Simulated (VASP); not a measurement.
# H3CCl in VASP: a series of runs

Runs on H3CCl. Level: PBE. Tasks: single point, relaxation of the atoms.

Program: VASP 6.6.1. These are calculated values, not measurements. Logs are shortened: lines on timing, memory, paths and dates and some standing lists are left out, and cuts for length are marked.

## (1) The cell of the first run

The cell holds an amorphous packing of atoms, 40 atoms: a = 8.717 Å, b = 8.717 Å, c = 8.717 Å, α = 90.00°, β = 90.00°, γ = 90.00°.

## (2) Single point, PBE

The input, INCAR:

```
SYSTEM = H3CCl
ALGO = Normal ; EDIFF = 1E-6
ENCUT = 520 ; GGA = PE
ISIF = 2 ; ISMEAR = -1
LASPH = .True. ; LCHARG = .False.
LREAL = Auto ; LWAVE = .False.
NBANDS = 82 ; NELM = 80
PREC = Accurate ; SIGMA = 0.05
```

The input, KPOINTS:

```
k-points
0
Gamma
  1 1 1
  0 0 0
```

The input, POSCAR:

```
H3CCl
1.0
    8.7171280000      0.0000000000      0.0000000000
    0.0000000000      8.7171280000      0.0000000000
    0.0000000000      0.0000000000      8.7171280000
C Cl H
8 8 24
Direct
    0.1979436346      0.6759680482      0.0545592539
    0.7174610720      0.6046142720      0.3103430396
    0.6131721365      0.9958899307      0.5031588386
    0.9932170320      0.0634268534      0.8694033172
    0.5136209999      0.2856215946      0.8311567755
    0.3030126436      0.4679293455      0.4290403904
    0.2227912679      0.8900408483      0.4270672634
    0.7815303389      0.6986934229      0.8133527465
    0.1676240156      0.6116349330     -0.1402870303
    0.8143507816      0.5148943551      0.4608627979
    0.7915221619      1.0691135888      0.4497582231
    0.8650670267      0.0378565050      1.0250853263
    0.5510759966      0.3578357459      1.0197165856
    0.1749085249      0.3334813943      0.5171772171
    0.0327286694      0.7800160787      0.4565379790
    0.5743175963      0.7088229059      0.8095670960
    0.1410900471      0.7893425449      0.0723288679
    0.1187317658      0.5912497786      0.1172404489
    0.3221244428      0.6942653590      0.0864619632
    0.7236787162      0.7144554950      0.3573998225
    0.7715958742      0.6043160087      0.1957869610
    0.5904582335      0.5760154032      0.3261739417
    0.6075739624      0.8843738442      0.5671592754
    0.5490110963      1.0870667495      0.5792045270
    0.5350156611      0.9789921635      0.4055693572
    1.0574927889      0.1686449941      0.8911880151
    1.0899461382     -0.0107145381      0.8628644664
    0.9278858817      0.0571633226      0.7474480127
    0.5155482402      0.3845647328      0.7616728813
    0.6030885402      0.1928387423      0.7998391213
    0.3922507505      0.2384156800      0.8503144614
    0.2669686622      0.5478868728      0.5181867239
    0.4249450048      0.4417509987      0.4213773160
    0.2642728201      0.5036980070      0.3075554242
    0.2698136359      0.8307782104      0.3251759066
    0.1912327088      1.0185120604      0.4112248897
    0.3225488945      0.8706307857      0.5148255251
    0.8222547610      0.6886098265      0.6985557629
    0.8276923317      0.7965008659      0.8727071577
    0.8327972240      0.5970659144      0.8761945448
```

Potentials or basis: VASP PAW PBE potentials, release 64 (C, Cl, H).

Launch:

```bash
$ cat potpaw_PBE.64/C/POTCAR potpaw_PBE.64/Cl/POTCAR potpaw_PBE.64/H/POTCAR > POTCAR
$ mpirun -np 1 vasp_gam > vasp.out
```

OUTCAR:

```text
SYSTEM = H3CCl
   EDIFF = 1E-6
   ENCUT = 520
   GGA = PE
   ISIF = 2
   ISMEAR = -1
   LASPH = .True.
   LREAL = Auto
   NELM = 80
   PREC = Accurate

 ion  position               nearest neighbor table
   1  0.198  0.676  0.055-  17 1.12  19 1.13  18 1.15   9 1.81
   2  0.717  0.605  0.310-  20 1.04  21 1.10  22 1.14  10 1.75
   3  0.613  0.996  0.503-  25 1.10  23 1.12  24 1.18  11 1.74
   4  0.993  0.063  0.869-  27 1.06  26 1.09  28 1.21  12 1.77
   5  0.514  0.286  0.831-  29 1.05  31 1.15  30 1.16  13 1.79
   6  0.303  0.468  0.429-  33 1.09  32 1.09  34 1.15  14 1.79
   7  0.223  0.890  0.427-  35 1.11  36 1.16  37 1.17  15 1.93
   8  0.782  0.699  0.813-  38 1.07  39 1.08  40 1.13  16 1.81
   9  0.168  0.612  0.860-   1 1.81
  10  0.814  0.515  0.461-   2 1.75
  11  0.792  0.069  0.450-   3 1.74
  12  0.865  0.038  0.025-   4 1.77
  13  0.551  0.358  0.020-   5 1.79
  14  0.175  0.333  0.517-   6 1.79
[... 24 lines left out ...]
  39  0.828  0.797  0.873-   8 1.08
  40  0.833  0.597  0.876-   8 1.13

  LATTYP: Found a simple cubic cell.
 ALAT       =     8.7171280000

  Lattice vectors:

 A1 = (   8.7171280000,   0.0000000000,   0.0000000000)
 A2 = (   0.0000000000,   8.7171280000,   0.0000000000)
 A3 = (   0.0000000000,   0.0000000000,   8.7171280000)

Analysis of symmetry for initial positions (statically):
=====================================================================
 Subroutine PRICEL returns:
 Original cell was already a primitive cell.

 Routine SETGRP: Setting up the symmetry group for a
 simple cubic supercell.

 Subroutine GETGRP returns: Found  1 space group operations
 (whereof  1 operations were pure point group operations)
 out of a pool of 48 trial point group operations.

The static configuration has the point symmetry C_1 .

Analysis of symmetry for dynamics (positions and initial velocities):
=====================================================================
 Subroutine PRICEL returns:
 Original cell was already a primitive cell.

 Routine SETGRP: Setting up the symmetry group for a
 simple cubic supercell.

 Subroutine GETGRP returns: Found  1 space group operations
 (whereof  1 operations were pure point group operations)
 out of a pool of 48 trial point group operations.

The dynamic configuration has the point symmetry C_1 .

 Subroutine INISYM returns: Found  1 space group operations
 (whereof  1 operations are pure point group operations),
 and found     1 'primitive' translations

[... 149 lines left out ...]
   NSW    =      0    number of steps for IOM
   IBRION =     -1    ionic relax: 0-MD 1-quasi-New 2-CG
   NFREE  =      0    steps in history (QN), initial steepest desc. (CG)
   ISIF   =      2    stress and relaxation
   ISYM   =      2    0-nonsym 1-usesym 2-fastsym
   POTIM  = 0.5000    time-step for ionic-motion
   TEBEG  =    0.0;   TEEND  =   0.0 temperature during run
   PSTRESS=    0.0 pullay stress
   NELECT =     112.0000    total number of electrons
   NUPDOWN=      -1.0000    fix difference up-down
   EMIN   =  10.00;   EMAX   =-10.00  energy-range for DOS
   EFERMI =   0.00;   METHOD = LEGACY
   ISMEAR =    -1;   SIGMA  =   0.05  broadening in eV -4-tet -1-fermi 0-gaus
   EFERMI_NEDOS =   21; number of points for ismear=-14 and -15
   IALGO  =     38    algorithm
   IMIX   =      4    mixing-type and parameters
     AMIX     =   0.40;   BMIX     =  1.00
     AMIX_MAG =   1.60;   BMIX_MAG =  1.00
  volume/ion in A,a.u.               =      16.56       111.75
  Fermi-wavevector in a.u.,A,eV,Ry     =   0.905262  1.710696 11.149954  0.819499
  Thomas-Fermi vector in A             =   2.028808
   LORBIT       =      0    0 simple, 1 ext, 2 COOP (PROOUT), +10 PAW based schemes
   GGA     = PE    functional components
   LHFCALC =     F    Hartree Fock is set to
   AEXX    =    0.0000 exact exchange contribution
   IVDW    =     0    specifies the selected vdW correction
   LEPSILON=     F    determine dielectric tensor
   LRPA    =     F    only Hartree local field effects (RPA)
 non-spin polarized calculation
  energy-cutoff  :      520.00
  volume of cell :      662.40
 maximum number of plane-waves:      8923
 NGX is ok and might be reduce to    70
   NGX = 33   NGY = 33   NGZ = 33

 number of electron     112.0000001 magnetization

 Free energy of the ion-electron system (eV)
  ---------------------------------------------------
  ext. energy  EPLUGINS =         0.00000000
  ---------------------------------------------------
  free energy    TOTEN  =      -176.80858198 eV

  energy without entropy =     -176.80858198  energy(sigma->0) =     -176.80858198

 E-fermi :  -1.4642     XC(G=0):  -6.2536

 val. band max:       -2.7379718005   @ k =   0.0000   0.0000   0.0000
 cond. band min:       1.8775989286   @ k =   0.0000   0.0000   0.0000
 fundamental gap:      4.6155707291
 Fermi energy:        -1.4641735306

 k-point     1 :       0.0000    0.0000    0.0000
  band No.  band energies     occupation
      1     -18.0579      2.00000
      2     -17.8566      2.00000
      3     -17.8382      2.00000
      4     -17.7523      2.00000
      5     -17.7129      2.00000
      6     -17.5250      2.00000
[... 60 lines left out ...]
     67       3.9268      0.00000
     68       4.2335      0.00000
 [bands above 68 left out]

------------------------ aborting loop because EDIFF is reached ----------------------------------------

  FORCE on cell =-STRESS in cart. coord.  units (eV):
  Direction    XX          YY          ZZ          XY          YZ          ZX
  --------------------------------------------------------------------------------------
  -------------------------------------------------------------------------------------
  Total      -12.0293192      3.9613720     -3.1127266     -1.1748064     -1.2901710      1.7480620
  in kB      -29.0958711      9.5815538     -7.5288959     -2.8415587     -3.1205963      4.2281184
  external PRESSURE =      -9.0144044 kB  Pullay stress =       0.0000000 kB

 VOLUME and BASIS-vectors are now :
 -----------------------------------------------------------------------------
  energy-cutoff  :      520.00
  volume of cell :      662.40
      direct lattice vectors                 reciprocal lattice vectors
     8.717128000  0.000000000  0.000000000     0.114716682  0.000000000  0.000000000
     0.000000000  8.717128000  0.000000000     0.000000000  0.114716682  0.000000000
     0.000000000  0.000000000  8.717128000     0.000000000  0.000000000  0.114716682

 POSITION                                       TOTAL-FORCE (eV/Angst)
 -----------------------------------------------------------------------------------
      1.72550      5.89250      0.47560        -1.376968      0.073514      0.548682
      6.25420      5.27050      2.70530        -1.790362     -0.250826      0.349549
      5.34510      8.68130      4.38610        -2.499965      0.756394      1.475152
      8.65800      0.55290      7.57870        -1.008522      0.896898     -2.240677
      4.47730      2.48980      7.24530        -0.642261     -2.372667      1.451882
      2.64140      4.07900      3.74000        -1.363745      1.023824     -0.872894
[... 32 lines left out ...]
      7.21510      6.94320      7.60750        -0.091571      0.714031      0.070655
      7.25960      5.20470      7.63790        -1.154111      0.450094     -0.369180
 -----------------------------------------------------------------------------------
    total drift:                                0.004785     -0.000523      0.020072

  FREE ENERGIE OF THE ION-ELECTRON SYSTEM (eV)
  ---------------------------------------------------
  free  energy   TOTEN  =      -176.8085819763 eV

  energy  without entropy=     -176.8085819763  energy(sigma->0) =     -176.80858198
```

Run time: 1.8 min. Hardware: 1 thread of Intel Xeon Platinum 8488C (Sapphire Rapids), shared host; peak memory 0.66 GiB.

What came out:

| Quantity | Value |
| --- | --- |
| Free energy | -176.8086 eV |
| Pressure | -0.9 GPa |
| Largest force | 3.000 eV/Å |
| Band gap on the k mesh | 4.62 eV |

Forces in eV/Å, atoms in the order of the input:
```
C   -1.377  0.074  0.549
C   -1.790 -0.251  0.350
C   -2.500  0.756  1.475
C   -1.009  0.897 -2.241
C   -0.642 -2.373  1.452
C   -1.364  1.024 -0.873
C    0.069  0.129  0.290
C    0.351 -1.256  1.160
Cl   0.500  0.445  0.117
Cl   0.487 -1.576  0.230
Cl   0.115  0.004 -0.080
Cl   0.214 -0.200 -0.008
Cl   0.459 -0.015  0.425
Cl   0.135 -1.525 -0.558
Cl   2.411  0.866  0.192
Cl   0.546 -0.222  0.200
H    0.169 -0.413 -0.432
H    1.661  0.871 -0.023
H   -0.937 -0.920 -0.331
H   -0.081  2.331 -0.160
H   -0.336 -0.603  0.358
H    1.355 -0.111 -1.027
H    0.786  0.681 -0.190
H    1.050 -1.329 -0.996
H    0.414  0.209 -0.351
H   -0.641  0.793 -0.358
H    0.346 -1.728  0.282
H    1.177  0.419  2.355
H   -0.021  0.844 -1.173
H   -1.221  1.232  0.417
H    1.409  0.273 -0.964
H    1.177  1.402 -0.669
H    0.021 -0.596  0.563
H    0.125 -0.553  1.629
H   -0.391  0.638 -0.093
H    0.533 -1.797  0.172
H   -2.140  0.229 -0.461
H    0.184  0.187 -0.928
H   -0.092  0.714  0.071
H   -1.154  0.450 -0.369
```

Caveat: the k points lie up to 0.72 Å⁻¹ apart.

[end of part 1 of 3]
